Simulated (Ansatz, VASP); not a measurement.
One calculation of Pt, two programs

Contents of INCAR:

```
PREC = Accurate
ENCUT = 520
EDIFF = 1E-6
ISMEAR = 0
SIGMA = 0.15
LREAL = False
LASPH = True
NELM = 60
ALGO = Normal
ISIF = 2
LWAVE = False
LCHARG = True
LELF = True
LVHAR = True
NBANDS = 11
```

KPOINTS

```
Automatic mesh
0
Gamma
  22 22 22
```

File POSCAR:

```
Pt
1.0
    0.0000000000      1.9973715471      1.9973715471
    1.9973715471      0.0000000000      1.9973715471
    1.9973715471      1.9973715471      0.0000000000
Pt
1
Direct
    0.0000000000      0.0000000000      0.0000000000
```

Input for Ansatz:

```yaml
crystal:
  lattice:
    - [0.0, 1.9973715471, 1.9973715471]
    - [1.9973715471, 0.0, 1.9973715471]
    - [1.9973715471, 1.9973715471, 0.0]
  atoms:
    - { symbol: Pt, position: [0.0, 0.0, 0.0] }
basis:
  ecutwfc: 420
kpoints:
  mp_grid: { grid: [22, 22, 22] }
hamiltonian:
  xc: lda
  pseudopotentials: { kind: paw, azcp: { folder: soft_1 } }
scf:
  occupations: { method: gaussian, width: 0.15 }
output:
  forces: true
  stress: true
  eigenvalues: true
```

Alike in both runs: task single point; functional LDA; k mesh 22 × 22 × 22; occupations gaussian, width 0.15 eV; no spin polarisation.

|  | VASP | Ansatz |
| --- | --- | --- |
| version | VASP 6.6.1 | Ansatz 0.2.0 |
| potentials or method | VASP PAW LDA potentials, release 64 (Pt), cutoff 520 eV | scalar-relativistic, plane waves, PAW |
| valence electrons in the cell | 10 | 18 |

|  | VASP | Ansatz | Ansatz less VASP |
| --- | --- | --- | --- |
| gap on the k mesh at the Fermi level (eV) | none | none | - |
| pressure (GPa) | -18.6 | -19.1 | -0.58 |

Ansatz warns that its potentials were made for another functional, while VASP's fit it. LDA's correlation is that of Perdew and Zunger in VASP and of Perdew and Wang (1992) in Ansatz. A gap of «none» marks a metal or a gap that the smearing closes. VASP's potentials hold 10 valence electrons a cell and Ansatz's 18, so a difference there can come from the potentials and not from the codes.

Neither program's run includes spin-orbit coupling.
